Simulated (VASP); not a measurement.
# H (P6_3/mmc) in VASP: further runs, part 2 of 2

VASP 6.6.1.

## Step 5: Single point, PBE, collinear spin

This run uses another cell than the first one, of 52.06 Å³/atom.

Input file INCAR:

```
PREC = Accurate ; ENCUT = 520
EDIFF = 1E-6 ; ISMEAR = 0
SIGMA = 0.05 ; LREAL = F
LASPH = T ; NELM = 150
ALGO = Normal ; ISIF = 2
LWAVE = F ; LCHARG = F
ISPIN = 2 ; MAGMOM = 1.05 1.05
LORBIT = 11 ; GGA = PE
NBANDS = 12
```

Input file KPOINTS:

```
Automatic mesh
0
Gamma
  6 6 6
```

Input file POSCAR:

```
H
1.0
    5.2996000000      0.0000000000      0.0000000000
   -2.6498000000      4.5895882299      0.0000000000
    0.0000000000      0.0000000000      4.2805878382
H
2
Direct
    0.3333333333      0.6666666667      0.2500000000
    0.6666666667      0.3333333333      0.7500000000
```

Potentials or basis: VASP PAW PBE potentials, release 64 (H).

Started as:

```console
> cat potpaw_PBE.64/H/POTCAR > POTCAR
> mpirun -np 1 vasp_std > vasp.out
```

OUTCAR:

```text
PREC = Accurate
   ENCUT = 520
   EDIFF = 1E-6
   ISMEAR = 0
   LREAL = F
   LASPH = T
   NELM = 150
   ISIF = 2
   ISPIN = 2
   LORBIT = 11
   GGA = PE

 ion  position               nearest neighbor table
   1  0.333  0.667  0.250-
   2  0.667  0.333  0.750-

  LATTYP: Found a hexagonal cell.
 ALAT       =     5.2996000000
 C/A-ratio  =     0.8077190426

  Lattice vectors:

 A1 = (   5.2996000000,   0.0000000000,   0.0000000000)
 A2 = (  -2.6498000000,   4.5895882299,   0.0000000000)
 A3 = (   0.0000000000,   0.0000000000,   4.2805878382)

Analysis of symmetry for initial positions (statically):
=====================================================================
 Subroutine PRICEL returns:
 Original cell was already a primitive cell.

 Routine SETGRP: Setting up the symmetry group for a
 hexagonal supercell.

 Subroutine GETGRP returns: Found 24 space group operations
 (whereof 12 operations were pure point group operations)
 out of a pool of 24 trial point group operations.

The static configuration has the point symmetry D_3d.
 The point group associated with its full space group is D_6h.

Analysis of symmetry for dynamics (positions and initial velocities):
=====================================================================
 Subroutine PRICEL returns:
 Original cell was already a primitive cell.

 Routine SETGRP: Setting up the symmetry group for a
 hexagonal supercell.

 Subroutine GETGRP returns: Found 24 space group operations
 (whereof 12 operations were pure point group operations)
 out of a pool of 24 trial point group operations.

The dynamic configuration has the point symmetry D_3d.
 The point group associated with its full space group is D_6h.

Analysis of structural, dynamic, and magnetic symmetry:
=====================================================================
 Subroutine PRICEL returns:
 Original cell was already a primitive cell.

 Routine SETGRP: Setting up the symmetry group for a
 hexagonal supercell.

 Subroutine GETGRP returns: Found 24 space group operations
 (whereof 12 operations were pure point group operations)
 out of a pool of 24 trial point group operations.

The overall configuration has the point symmetry D_3d.
 The point group associated with its full space group is D_6h.

 Subroutine INISYM returns: Found 24 space group operations
 (whereof 12 operations are pure point group operations),
 and found     1 'primitive' translations

----------------------------------------------------------------------------------------

                                     Primitive cell

  volume of cell :     104.1167

  direct lattice vectors                    reciprocal lattice vectors
     5.299600000  0.000000000  0.000000000     0.188693486  0.108942235  0.000000000
    -2.649800000  4.589588230  0.000000000     0.000000000  0.217884470  0.000000000
     0.000000000  0.000000000  4.280587838     0.000000000  0.000000000  0.233612774

  length of vectors
     5.299600000  5.299600000  4.280587838     0.217884470  0.217884470  0.233612774

  position of ions in fractional coordinates (direct lattice)
     0.333333333  0.666666667  0.250000000
     0.666666667  0.333333333  0.750000000

  ion indices of the primitive-cell ions
   primitive index   ion index
                 1           1
[... 86 lines left out ...]
   EMIN   =  10.00;   EMAX   =-10.00  energy-range for DOS
   EFERMI =   0.00;   METHOD = LEGACY
   ISMEAR =     0;   SIGMA  =   0.05  broadening in eV -4-tet -1-fermi 0-gaus
   EFERMI_NEDOS =   21; number of points for ismear=-14 and -15
   IALGO  =     38    algorithm
   IMIX   =      4    mixing-type and parameters
     AMIX     =   0.40;   BMIX     =  1.00
     AMIX_MAG =   1.60;   BMIX_MAG =  1.00
  volume/ion in A,a.u.               =      52.06       351.31
  Fermi-wavevector in a.u.,A,eV,Ry     =   0.438441  0.828534  2.615458  0.192231
  Thomas-Fermi vector in A             =   1.411918
   LORBIT       =     11    0 simple, 1 ext, 2 COOP (PROOUT), +10 PAW based schemes
   GGA     = PE    functional components
   LHFCALC =     F    Hartree Fock is set to
   AEXX    =    0.0000 exact exchange contribution
   IVDW    =     0    specifies the selected vdW correction
   LEPSILON=     F    determine dielectric tensor
   LRPA    =     F    only Hartree local field effects (RPA)
 spin polarized calculation
 Gauss-broadening in eV      SIGMA  =   0.05
  energy-cutoff  :      520.00
  volume of cell :      104.12
 maximum number of plane-waves:      2826
 NGX is ok and might be reduce to    40
   NGX = 19   NGY = 19   NGZ = 15

 number of electron       1.9999999 magnetization       1.9999999

 Free energy of the ion-electron system (eV)
  ---------------------------------------------------
  ext. energy  EPLUGINS =         0.00000000
  ---------------------------------------------------
  free energy    TOTEN  =        -2.23614242 eV

  energy without entropy =       -2.23614242  energy(sigma->0) =       -2.23614242

 E-fermi :  -6.3642     XC(G=0):   0.5556

 val. band max:       -6.6395685740   @ k =   0.0000   0.0000   0.0000
 cond. band min:       0.1258308271   @ k =   0.3333   0.3333   0.0000
 fundamental gap:      6.7653994011
 Fermi energy:        -6.3641586692

 spin component 1

 k-point     1 :       0.0000    0.0000    0.0000
  band No.  band energies     occupation
      1      -7.7501      1.00000
      2      -6.6396      1.00000
      3       1.2707      0.00000
      4       3.4191      0.00000
      5       3.4191      0.00000
      6       4.4321      0.00000
      7       4.4321      0.00000
      8       4.5112      0.00000
      9       5.7052      0.00000
     10       7.2271      0.00000
     11       9.3450      0.00000
     12      11.1232      0.00000
[... 333 lines left out ...]
      1      -7.0307      1.00000
      2      -7.0307      1.00000
      3       1.1008      0.00000
      4       1.1008      0.00000
      5       3.7606      0.00000
      6       3.7606      0.00000
      7       4.2892      0.00000
      8       4.2892      0.00000
      9       7.1438      0.00000
     10       7.1438      0.00000
     11       9.3734      0.00000
     12       9.3734      0.00000

 [... further k-points ...]

 spin component 2

 k-point     1 :       0.0000    0.0000    0.0000
  band No.  band energies     occupation
      1       3.1320      0.00000
      2       9.3287      0.00000
      3       9.3295      0.00000
      4      10.5996      0.00000
      5      10.7934      0.00000
      6      11.2714      0.00000
      7      11.4956      0.00000
      8      11.4960      0.00000
      9      13.9434      0.00000
     10      17.4477      0.00000
     11      17.6733      0.00000
     12      17.6765      0.00000
[... 333 lines left out ...]
      1       5.6983      0.00000
      2       5.6983      0.00000
      3       8.7083      0.00000
      4       8.7083      0.00000
      5      10.6038      0.00000
      6      10.6038      0.00000
      7      12.4350      0.00000
      8      12.4350      0.00000
      9      15.8836      0.00000
     10      15.8836      0.00000
     11      16.2091      0.00000
     12      16.2091      0.00000

 [... further k-points ...]

------------------------ aborting loop because EDIFF is reached ----------------------------------------

  FORCE on cell =-STRESS in cart. coord.  units (eV):
  Direction    XX          YY          ZZ          XY          YZ          ZX
  --------------------------------------------------------------------------------------
  -------------------------------------------------------------------------------------
  Total        0.0187900      0.0187900      0.0285523      0.0000000     -0.0000000      0.0000000
  in kB        0.2891463      0.2891463      0.4393705      0.0000000     -0.0000000      0.0000000
  external PRESSURE =       0.3392210 kB  Pullay stress =       0.0000000 kB

 VOLUME and BASIS-vectors are now :
 -----------------------------------------------------------------------------
  energy-cutoff  :      520.00
  volume of cell :      104.12
      direct lattice vectors                 reciprocal lattice vectors
     5.299600000  0.000000000  0.000000000     0.188693486  0.108942235  0.000000000
    -2.649800000  4.589588230  0.000000000     0.000000000  0.217884470  0.000000000
     0.000000000  0.000000000  4.280587838     0.000000000  0.000000000  0.233612774

 POSITION                                       TOTAL-FORCE (eV/Angst)
 -----------------------------------------------------------------------------------
     -0.00000      3.05973      1.07015        -0.000000      0.000000      0.000000
      2.64980      1.52986      3.21044         0.000000     -0.000000     -0.000000
 -----------------------------------------------------------------------------------
    total drift:                               -0.000000      0.000000     -0.000000

  FREE ENERGIE OF THE ION-ELECTRON SYSTEM (eV)
  ---------------------------------------------------
  free  energy   TOTEN  =        -2.2361424191 eV

  energy  without entropy=       -2.2361424191  energy(sigma->0) =       -2.23614242

 total charge

# of ion       s       p       d       tot
------------------------------------------
    1        0.381   0.000   0.000   0.381
    2        0.381   0.000   0.000   0.381
--------------------------------------------------
tot          0.761   0.000   0.000   0.761

 magnetization (x)

# of ion       s       p       d       tot
------------------------------------------
    1        0.381   0.000   0.000   0.381
    2        0.381   0.000   0.000   0.381
--------------------------------------------------
tot          0.761   0.000   0.000   0.761
```

OSZICAR:

```text
N       E                     dE             d eps       ncg     rms          rms(c)
DAV:   1     0.403868205314E+01    0.40387E+01   -0.61290E+02  1344   0.109E+02
DAV:   2    -0.276386450649E+00   -0.43151E+01   -0.42219E+01  1620   0.193E+01
DAV:   3    -0.548169727360E+00   -0.27178E+00   -0.27143E+00  1732   0.458E+00
[... 14 lines left out ...]
DAV:  18    -0.223613008727E+01   -0.81147E-05   -0.57277E-11  1132   0.337E-05    0.455E-06
DAV:  19    -0.223613667609E+01   -0.65888E-05   -0.57701E-11  1008   0.352E-05    0.448E-06
DAV:  20    -0.223614099339E+01   -0.43173E-05   -0.13450E-11  1040   0.164E-05    0.423E-07
DAV:  21    -0.223614240305E+01   -0.14097E-05   -0.18931E-12  1028   0.686E-06    0.579E-07
DAV:  22    -0.223614241913E+01   -0.16082E-07   -0.89311E-14  1088   0.204E-06
   1 F= -.22361424E+01 E0= -.22361424E+01  d E =-.434885E-17  mag=     2.0000
```

Wall time 32 s (1 thread of Intel Xeon 6975P-C (Granite Rapids), shared host); peak memory 0.25 GiB.

What came out:

```yaml
Free_energy: -2.2361 eV
Pressure: 0.0 GPa
Band_gap_on_the_k_mesh: 6.77 eV (least direct gap 7.27 eV)
Net_moment: 2.00 μB per cell
Site_moments: H +0.38 μB
Valence_electrons_inside_the_program's_atomic_spheres: H 0.38
```

Caveat: the nearest neighbours stand farther apart than a usual bond. A k mesh can miss the band edges.

## Step 6: Single point, PBE, collinear spin

This run uses another cell than the first one, of 51.97 Å³/atom.

Input file INCAR:

```
ALGO     = Normal         # electronic algorithm
EDIFF    = 1E-7           # SCF threshold, eV
ENCUT    = 520            # plane-wave cutoff, eV
GGA      = PE             # functional
ISIF     = 2              # what is computed and relaxed
ISMEAR   = 0              # smearing method
ISPIN    = 2              # spin polarisation
LASPH    = T              # aspherical terms in the spheres
LCHARG   = F              # write CHGCAR
LORBIT   = 11             # projections on sites
LREAL    = F              # projectors in reciprocal space
LWAVE    = F              # write WAVECAR
MAGMOM   = 1.05 1.05      # initial moments
NBANDS   = 12             # bands
NELM     = 150            # most SCF steps
PREC     = Accurate       # precision mode
SIGMA    = 0.05           # smearing width, eV
```

Input file KPOINTS:

```
k-points
0
Gamma
  6 6 6
```

Input file POSCAR:

```
H
1.0
    5.4326000000      0.0000000000      0.0000000000
   -2.7163000000      4.7047696086      0.0000000000
    0.0000000000      0.0000000000      4.0666000000
H
2
Direct
    0.3333333333      0.6666666667      0.2500000000
    0.6666666667      0.3333333333      0.7500000000
```

Potentials or basis: VASP PAW PBE potentials, release 64 (H).

Started as:

```console
> cat potpaw_PBE.64/H/POTCAR > POTCAR
> mpirun -np 1 vasp_std > vasp.out
```

Wall time 33 s (1 thread of Intel Xeon 6975P-C (Granite Rapids), shared host); peak memory 0.25 GiB.

Results (log left out):

* Free energy: -2.2356 eV
* Pressure: 0.0 GPa
* Band gap on the k mesh: 6.71 eV (least direct gap 7.24 eV)
* Net moment: 2.00 μB per cell
* Site moments: H +0.38 μB
* Valence electrons inside the program's atomic spheres: H 0.38

Levels at points of the mesh, in eV from the valence-band top:
Spin up:
| k point | band 1 | band 2 | band 3 | band 4 | band 5 | band 6 |
| --- | --- | --- | --- | --- | --- | --- |
| (0.00, 0.00, 0.00) | -1.09 | 0.00 | 7.90 | 9.81 | 9.81 | 10.81 |
| (0.50, 0.00, 0.00) | -0.71 | -0.37 | 6.93 | 8.59 | 9.32 | 11.78 |
| (0.00, 0.00, 0.50) | -0.37 | -0.37 | 8.07 | 8.07 | 11.76 | 11.76 |
| (0.50, 0.00, 0.50) | -0.31 | -0.31 | 7.80 | 7.80 | 10.10 | 10.10 |
Spin down:
```csv
k point,band 1,band 2,band 3,band 4,band 5
"(0.00, 0.00, 0.00)",9.72,15.56,15.56,17.10,17.83
"(0.50, 0.00, 0.00)",10.43,12.76,14.74,16.41,19.49
"(0.00, 0.00, 0.50)",11.97,11.97,17.79,17.79,17.79
"(0.50, 0.00, 0.50)",12.70,12.70,14.91,14.91,17.00
```

Caveat: the nearest neighbours stand farther apart than a usual bond.

## Step 7: The runs side by side

| cell | gap on the mesh (eV) | pressure (GPa) | moment (μB) |
| --- | --- | --- | --- |
| a = 5.300, b = 5.300, c = 4.067 Å, angles 90.0, 90.0, 120.0°, 2 atoms | 6.70 | 0.1 | 2.00 |
| a = 5.300, b = 5.300, c = 4.138 Å, angles 90.0, 90.0, 120.0°, 2 atoms | 6.72 | 0.0 | 2.00 |
| a = 5.300, b = 5.300, c = 4.209 Å, angles 90.0, 90.0, 120.0°, 2 atoms | 6.74 | 0.0 | 2.00 |
| a = 5.300, b = 5.300, c = 4.281 Å, angles 90.0, 90.0, 120.0°, 2 atoms | 6.77 | 0.0 | 2.00 |
| a = 5.433, b = 5.433, c = 4.067 Å, angles 90.0, 90.0, 120.0°, 2 atoms | 6.71 | 0.0 | 2.00 |

Alike in all rows: task single point; level PBE; potentials or basis VASP PAW PBE potentials, release 64 (H); spin collinear; k mesh 6 × 6 × 6; cutoff (eV) 520; smearing gaussian 0.05 eV.

Caveats: the nearest neighbours stand farther apart than a usual bond.

Total energies depend on the potentials used, so only differences within one code and one set of settings carry meaning.
